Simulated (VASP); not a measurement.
Set up this calculation in VASP 6.6.1, as the native input.

| Property | Result |
| --- | --- |
| Task | single point |
| Functional | LDA |
| Potentials or basis | VASP PAW LDA potentials, release 64 (Sb) |
| Cutoff | 520 eV |
| k mesh | 9 × 9 × 9 |
| Occupations | fermi-dirac, width 0.6 eV |
| Spin | no spin polarisation |
| Dipole correction | no |
| Further INCAR settings | ALGO = Normal; EDIFF = 1e-07; NBANDS = 12 |

The structure of Sb lies in POSCAR:

```
Sb
1.0
    2.1456002536      1.2387628840      3.6587425366
   -2.1456002536      1.2387628840      3.6587425366
    0.0000000000     -2.4775257680      3.6587425366
Sb
2
Direct
    0.2359371474      0.2359371474      0.2359371474
    0.7640628526      0.7640628526      0.7640628526
```

The input as run:

INCAR

```
SYSTEM = Sb
PREC = Accurate ; ENCUT = 520
EDIFF = 1E-7 ; ISMEAR = -1
SIGMA = 0.6 ; LREAL = .False.
LASPH = .True. ; NELM = 80
ALGO = Normal ; ISIF = 2
LWAVE = .False. ; LCHARG = .False.
GGA = CA ; NBANDS = 12
```

KPOINTS

```
regular mesh
0
Gamma
  9 9 9
  0 0 0
```

Potentials or basis: VASP PAW LDA potentials, release 64 (Sb).

Run with:

```bash
$ cat potpaw_LDA.64/Sb/POTCAR > POTCAR
$ mpirun -np 1 vasp_std > vasp.out
```

It gave:

```yaml
Pressure: 1.7 GPa
Largest_force: 0.532 eV/Å
```

It took 110 s on 1 thread of AMD EPYC 7R13, on a shared host, peak memory 0.17 GiB.
